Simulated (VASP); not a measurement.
# Ba3Mo (Fm-3m) in VASP: single point with PBE

Aim: the single point of Ba3Mo with PBE.

Program: VASP 6.6.1. These are calculated values, not measurements. Logs are shortened: lines on timing, memory, paths and dates and some standing lists are left out, and cuts for length are marked.

## Step 1: The cell of the first run

The structure is cubic, space group Fm-3m (No. 225). The conventional cell has a = 7.823 Å, b = 7.823 Å, c = 7.823 Å, α = 90.00°, β = 90.00°, γ = 90.00°. Within 4.5 Å of Ba (site symmetry -43m) lie 10 Ba at 3.39 to 3.91 Å and 4 Mo at 3.39 Å. Within 4.5 Å of Ba (site symmetry m-3m) lie 8 Ba at 3.39 Å and 6 Mo at 3.91 Å. Mo (site symmetry m-3m) has 14 Ba at 3.39 to 3.91 Å within 4.5 Å.

## Step 2: Single point, PBE

Input file INCAR:

```
PREC = Accurate
ENCUT = 520
EDIFF = 1E-6
ISMEAR = 0
SIGMA = 0.1
LREAL = F
LASPH = T
NELM = 100
ALGO = Normal
ISIF = 2
LWAVE = F
LCHARG = F
GGA = PE
NBANDS = 30
```

Input file KPOINTS:

```
regular mesh
0
Gamma
  4 4 4
```

Input file POSCAR:

```
Ba3Mo
1.0
    0.0000000000      3.9113570700      3.9113570700
    3.9113570700      0.0000000000      3.9113570700
    3.9113570700      3.9113570700      0.0000000000
Ba Mo
3 1
Direct
    0.2500000000      0.2500000000      0.2500000000
    0.7500000000      0.7500000000      0.7500000000
    0.5000000000      0.5000000000      0.5000000000
    0.0000000000      0.0000000000      0.0000000000
```

Potentials or basis: VASP PAW PBE potentials, release 64 (Ba_sv, Mo_sv).

Run with:

```sh
$ cat potpaw_PBE.64/Ba_sv/POTCAR potpaw_PBE.64/Mo_sv/POTCAR > POTCAR
$ mpirun -np 1 vasp_std > vasp.out
```

OUTCAR:

```text
PREC = Accurate
   ENCUT = 520
   EDIFF = 1E-6
   ISMEAR = 0
   LREAL = F
   LASPH = T
   NELM = 100
   ISIF = 2
   GGA = PE

 ion  position               nearest neighbor table
   1  0.250  0.250  0.250-   4 3.39   4 3.39   4 3.39   3 3.39   4 3.39   3 3.39   3 3.39   3 3.39
                             2 3.91   2 3.91   2 3.91   2 3.91   2 3.91   2 3.91
   2  0.750  0.750  0.750-   3 3.39   3 3.39   3 3.39   3 3.39   4 3.39   4 3.39   4 3.39   4 3.39
                             1 3.91   1 3.91   1 3.91   1 3.91   1 3.91   1 3.91
   3  0.500  0.500  0.500-   1 3.39   1 3.39   1 3.39   1 3.39   2 3.39   2 3.39   2 3.39   2 3.39
                             4 3.91   4 3.91   4 3.91   4 3.91   4 3.91   4 3.91
   4  0.000  0.000  0.000-   2 3.39   2 3.39   2 3.39   1 3.39   2 3.39   1 3.39   1 3.39   1 3.39
                             3 3.91   3 3.91   3 3.91   3 3.91   3 3.91   3 3.91

  LATTYP: Found a face centered cubic cell.
 ALAT       =     7.8227141400

  Lattice vectors:

 A1 = (   0.0000000000,   3.9113570700,   3.9113570700)
 A2 = (   3.9113570700,   0.0000000000,   3.9113570700)
 A3 = (   3.9113570700,   3.9113570700,   0.0000000000)

Analysis of symmetry for initial positions (statically):
=====================================================================
 Subroutine PRICEL returns:
 Original cell was already a primitive cell.

 Routine SETGRP: Setting up the symmetry group for a
 face centered cubic supercell.

 Subroutine GETGRP returns: Found 48 space group operations
 (whereof 48 operations were pure point group operations)
 out of a pool of 48 trial point group operations.

The static configuration has the point symmetry O_h .

Analysis of symmetry for dynamics (positions and initial velocities):
=====================================================================
 Subroutine PRICEL returns:
 Original cell was already a primitive cell.

 Routine SETGRP: Setting up the symmetry group for a
 face centered cubic supercell.

 Subroutine GETGRP returns: Found 48 space group operations
 (whereof 48 operations were pure point group operations)
 out of a pool of 48 trial point group operations.

The dynamic configuration has the point symmetry O_h .

 Subroutine INISYM returns: Found 48 space group operations
 (whereof 48 operations are pure point group operations),
 and found     1 'primitive' translations

----------------------------------------------------------------------------------------

                                     Primitive cell

[... 78 lines left out ...]
   LREAL  =      F    real-space projection
   EDIFFG = 0.1E-04   stopping-criterion for IOM
   NSW    =      0    number of steps for IOM
   IBRION =     -1    ionic relax: 0-MD 1-quasi-New 2-CG
   NFREE  =      0    steps in history (QN), initial steepest desc. (CG)
   ISIF   =      2    stress and relaxation
   ISYM   =      2    0-nonsym 1-usesym 2-fastsym
   POTIM  = 0.5000    time-step for ionic-motion
   TEBEG  =    0.0;   TEEND  =   0.0 temperature during run
   PSTRESS=    0.0 pullay stress
   NELECT =      44.0000    total number of electrons
   NUPDOWN=      -1.0000    fix difference up-down
   EMIN   =  10.00;   EMAX   =-10.00  energy-range for DOS
   EFERMI =   0.00;   METHOD = LEGACY
   ISMEAR =     0;   SIGMA  =   0.10  broadening in eV -4-tet -1-fermi 0-gaus
   EFERMI_NEDOS =   21; number of points for ismear=-14 and -15
   IALGO  =     38    algorithm
   IMIX   =      4    mixing-type and parameters
     AMIX     =   0.40;   BMIX     =  1.00
     AMIX_MAG =   1.60;   BMIX_MAG =  1.00
  volume/ion in A,a.u.               =      29.92       201.91
  Fermi-wavevector in a.u.,A,eV,Ry     =   1.172794  2.216259 18.714064  1.375445
  Thomas-Fermi vector in A             =   2.309217
   LORBIT       =      0    0 simple, 1 ext, 2 COOP (PROOUT), +10 PAW based schemes
   GGA     = PE    functional components
   LHFCALC =     F    Hartree Fock is set to
   AEXX    =    0.0000 exact exchange contribution
   IVDW    =     0    specifies the selected vdW correction
   LEPSILON=     F    determine dielectric tensor
   LRPA    =     F    only Hartree local field effects (RPA)
 non-spin polarized calculation
 Gauss-broadening in eV      SIGMA  =   0.10
  energy-cutoff  :      520.00
  volume of cell :      119.68
 maximum number of plane-waves:      3250
 NGX is ok and might be reduce to    42
   NGX = 21   NGY = 21   NGZ = 21

 number of electron      44.0000003 magnetization

 Free energy of the ion-electron system (eV)
  ---------------------------------------------------
  ext. energy  EPLUGINS =         0.00000000
  ---------------------------------------------------
  free energy    TOTEN  =       -11.74532884 eV

  energy without entropy =      -11.70105992  energy(sigma->0) =      -11.72319438

 E-fermi :   4.9113     XC(G=0): -10.1540

 val. band max:        4.8885102235   @ k =  -0.2500   0.2500   0.0000
 cond. band min:       4.9420852870   @ k =   0.2500   0.0000   0.0000
 fundamental gap:      0.0535750635
 Fermi energy:         4.9113050700

 k-point     1 :       0.0000    0.0000    0.0000
  band No.  band energies     occupation
      1     -55.0168      2.00000
      2     -29.1281      2.00000
      3     -29.1281      2.00000
      4     -29.1281      2.00000
      5     -23.5243      2.00000
      6     -22.5786      2.00000
[... 253 lines left out ...]
     29       7.6310      0.00000
     30       8.4686      0.00000

------------------------ aborting loop because EDIFF is reached ----------------------------------------

  FORCE on cell =-STRESS in cart. coord.  units (eV):
  Direction    XX          YY          ZZ          XY          YZ          ZX
  --------------------------------------------------------------------------------------
  -------------------------------------------------------------------------------------
  Total        5.1350556      5.1350556      5.1350556      0.0000000      0.0000000      0.0000000
  in kB       68.7453518     68.7453518     68.7453518      0.0000000      0.0000000      0.0000000
  external PRESSURE =      68.7453518 kB  Pullay stress =       0.0000000 kB

 VOLUME and BASIS-vectors are now :
 -----------------------------------------------------------------------------
  energy-cutoff  :      520.00
  volume of cell :      119.68
      direct lattice vectors                 reciprocal lattice vectors
     0.000000000  3.911357070  3.911357070    -0.127832870  0.127832870  0.127832870
     3.911357070  0.000000000  3.911357070     0.127832870 -0.127832870  0.127832870
     3.911357070  3.911357070  0.000000000     0.127832870  0.127832870 -0.127832870

 POSITION                                       TOTAL-FORCE (eV/Angst)
 -----------------------------------------------------------------------------------
      1.95568      1.95568      1.95568         0.000000      0.000000      0.000000
      5.86704      5.86704      5.86704        -0.000000     -0.000000     -0.000000
      3.91136      3.91136      3.91136        -0.000000     -0.000000      0.000000
      0.00000      0.00000      0.00000        -0.000000     -0.000000      0.000000
 -----------------------------------------------------------------------------------
    total drift:                               -0.000000     -0.000000      0.000000

  FREE ENERGIE OF THE ION-ELECTRON SYSTEM (eV)
  ---------------------------------------------------
  free  energy   TOTEN  =       -11.7453288375 eV

  energy  without entropy=      -11.7010599248  energy(sigma->0) =      -11.72319438
```

OSZICAR:

```text
N       E                     dE             d eps       ncg     rms          rms(c)
DAV:   1     0.356015513492E+03    0.35602E+03   -0.21431E+04   480   0.135E+03
DAV:   2     0.861634461737E+01   -0.34740E+03   -0.34069E+03   632   0.318E+02
DAV:   3    -0.123083981129E+02   -0.20925E+02   -0.20210E+02   712   0.692E+01
DAV:   4    -0.131230642621E+02   -0.81467E+00   -0.80980E+00   688   0.113E+01
DAV:   5    -0.131404591587E+02   -0.17395E-01   -0.17391E-01   636   0.151E+00    0.144E+01
DAV:   6    -0.173767794701E+02   -0.42363E+01   -0.43501E+01   506   0.161E+01    0.157E+01
DAV:   7    -0.117559786112E+02    0.56208E+01   -0.28555E+01   494   0.131E+01    0.673E+00
DAV:   8    -0.117766123747E+02   -0.20634E-01   -0.17122E+00   626   0.441E+00    0.152E+00
DAV:   9    -0.117478049907E+02    0.28807E-01   -0.20494E-01   614   0.129E+00    0.671E-01
DAV:  10    -0.117460814055E+02    0.17236E-02   -0.56129E-03   586   0.250E-01    0.519E-01
DAV:  11    -0.117453248095E+02    0.75660E-03   -0.39035E-03   602   0.283E-01    0.122E-01
DAV:  12    -0.117453445452E+02   -0.19736E-04   -0.21913E-04   616   0.706E-02    0.507E-02
DAV:  13    -0.117453288873E+02    0.15658E-04   -0.43248E-05   656   0.238E-02    0.735E-03
DAV:  14    -0.117453288375E+02    0.49777E-07   -0.21086E-06   402   0.704E-03
   1 F= -.11745329E+02 E0= -.11723194E+02  d E =-.442689E-01
```

Run time: 18 s. Hardware: 1 thread of AMD EPYC 9R45 (Zen 5), shared host; peak memory 0.22 GiB.

What came out:

| Quantity | Value |
| --- | --- |
| Free energy | -11.7453 eV |
| Pressure | 6.9 GPa |
| Band gap on the k mesh | zero (band 22 reaches 5.27 eV, above the bottom of band 23 at 4.74 eV) |

Levels at points of the mesh, in eV from the Fermi level:
```csv
k point,band 19,band 20,band 21,band 22,band 23,band 24,band 25,band 26
"(0.00, 0.00, 0.00)",-2.02,0.36,0.36,0.36,0.77,0.77,0.77,2.43
"(0.50, 0.00, 0.00)",-0.19,-0.19,-0.16,-0.16,-0.04,-0.04,0.14,1.11
"(0.50, 0.50, 0.00)",-0.55,-0.36,-0.36,-0.07,0.15,0.70,1.97,2.00
```

Caveat: spin-orbit coupling is left out, which moves the levels of the heavy elements.
